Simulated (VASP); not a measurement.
Here is a VASP 6.6.1 calculation.

INCAR

```
  ALGO = Normal
  EDIFF = 1E-6
  EDIFFG = -0.01
  ENCUT = 600
  GGA = RE
  IBRION = 2
  ISIF = 4
  ISMEAR = 0
  IVDW = 12
  LASPH = T
  LCHARG = F
  LREAL = F
  LWAVE = F
  NELM = 60
  NSW = 60
  PREC = Accurate
  SIGMA = 0.05
```

KPOINTS

```
k-points
0
Gamma
  8 8 6
```

The input POSCAR:

```
ZnO
1.0
    3.2580964316      0.0000000000      0.0000000000
   -1.6290482158      2.8215942777      0.0000000000
    0.0000000000      0.0000000000      5.2584533042
Zn O
2 2
Direct
    0.3333333333      0.6666666667      0.0015378783
    0.6666666667      0.3333333333      0.5015378783
    0.3333333333      0.6666666667      0.3805621217
    0.6666666667      0.3333333333      0.8805621217
```

Potentials or basis: VASP PAW PBE potentials, release 64 (Zn, O).

Command:

```bash
$ cat potpaw_PBE.64/Zn/POTCAR potpaw_PBE.64/O/POTCAR > POTCAR
$ mpirun -np 1 vasp_std > vasp.out
```

Problem. Predict the band gap on the k mesh.

Solution. 0.82 eV, direct.

Problem. What does it give for the dispersion energy per atom?

Solution. -0.434 eV.

Stress tensor (GPa, compression positive):
```
0.86 0.00 0.00
0.00 0.86 0.00
0.00 0.00 0.94
```

Caveat: the relaxation stopped at its first step, so nothing moved; the PAW data sets were made with another functional, which shifts forces and pressure a little. revPBE gaps usually lie below the measured ones, often by a third to a half.
